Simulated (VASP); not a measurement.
Write the native input for VASP 6.6.1 that does the following.

```yaml
Task: single point
Functional: PBE
Potentials_or_basis: VASP PAW PBE potentials, release 64 (Al, Cu)
Cutoff: 520 eV
k_mesh: 10 × 10 × 14
Occupations: gaussian, width 0.15 eV
Spin: no spin polarisation
Dipole_correction: no
Further_INCAR_settings: ALGO = Fast; EDIFF = 1e-06; NBANDS = 16
```

The structure of Al2Cu lies in POSCAR:

```
Al2Cu
1.0
    4.1211626268      0.0000000000      0.0000000000
    0.0000000000      4.1211626268      0.0000000000
    0.0000000000      0.0000000000      2.8847334069
Al Cu
2 1
Direct
    0.5000000000      0.0039076392      0.5000000000
    0.0000000000      0.4827718519      0.5000000000
    0.0000000000      0.0056558685      0.0000000000
```

This cell differs from its parent crystal: mode 4 frozen in at +0.000 Å and mode 9 at -0.071 Å (largest displacements).

One way to write it, as run:

INCAR

```
  PREC = Accurate
  ENCUT = 520
  EDIFF = 1E-6
  ISMEAR = 0
  SIGMA = 0.15
  LREAL = F
  LASPH = T
  NELM = 100
  ALGO = Fast
  ISIF = 2
  LWAVE = F
  LCHARG = F
  GGA = PE
  NBANDS = 16
```

KPOINTS

```
Automatic mesh
0
Gamma
  10 10 14
```

Potentials or basis: VASP PAW PBE potentials, release 64 (Al, Cu).

The run is started by

```bash
$ cat potpaw_PBE.64/Al/POTCAR potpaw_PBE.64/Cu/POTCAR > POTCAR
$ mpirun -np 1 vasp_std > vasp.out
```

Results of the run:

| Item | Value |
| --- | --- |
| Pressure | 0.5 GPa |
| Largest force | 0.820 eV/Å |

Caveat: the cell differs from its parent crystal (mode 4 frozen in at +0.000 Å and mode 9 at -0.071 Å (largest displacements)).

It took 99 s on 1 thread of Intel(R) Xeon(R) Platinum 8559C (Emerald Rapids), on a shared host, peak memory 0.33 GiB.
